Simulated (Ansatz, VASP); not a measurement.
Two plane-wave programs on Al3GaN4

```xyz
16
Lattice="0.0000 -4.4070 0.0000 0.0000 0.0000 -4.4070 9.0640 0.0000 0.0000" Properties=species:S:1:pos:R:3 pbc="T T T"
Al    0.5394   -2.2035   -4.4070
Al    4.9464   -2.2035   -4.4070
Al    0.5394    0.0000   -2.2035
Al    4.9464    0.0000   -2.2035
Al    2.7429   -2.2035   -2.2035
Al    7.1499   -2.2035   -2.2035
Ga    2.7429    0.0000   -4.4070
Ga    7.1499    0.0000   -4.4070
N     1.6178   -1.1251   -3.2819
N     6.0248   -1.1251   -3.2819
N     1.6178   -3.2819   -1.1251
N     6.0248   -3.2819   -1.1251
N     8.2750   -1.1251   -1.1251
N     3.8680   -1.1251   -1.1251
N     8.2750   -3.2819   -3.2819
N     3.8680   -3.2819   -3.2819
```

Alike in both runs: task single point; functional PBEsol; k mesh 5 × 5 × 3; occupations gaussian, width 0.05 eV; no spin polarisation.

|  | VASP | Ansatz |
| --- | --- | --- |
| version | VASP 6.6.1 | Ansatz 0.2.0 |
| potentials or method | VASP PAW PBE potentials, release 64 (Al, Ga_d, N), cutoff 520 eV | scalar-relativistic, plane waves, PAW |
| valence electrons in the cell | 84 | 84 |

```tsv
	VASP	Ansatz	Ansatz less VASP
gap on the k mesh at the Fermi level (eV)	2.35	2.35	+0.005
least direct gap on the mesh (eV)	2.45	2.45	+0.004
pressure (GPa)	-4.4	-4.3	+0.07
traceless stress, the component that is largest in VASP (GPa)	-3.60	-3.61	-0.004
rms of the force components (eV/Å)	0.762	0.762	+0.0003
```

VASP's potentials were made for PBE, not for PBEsol. Atom by atom the forces differ by 0.003 eV/Å (rms over components). With one functional, cell and mesh, what is left measures potentials, basis and numerics.
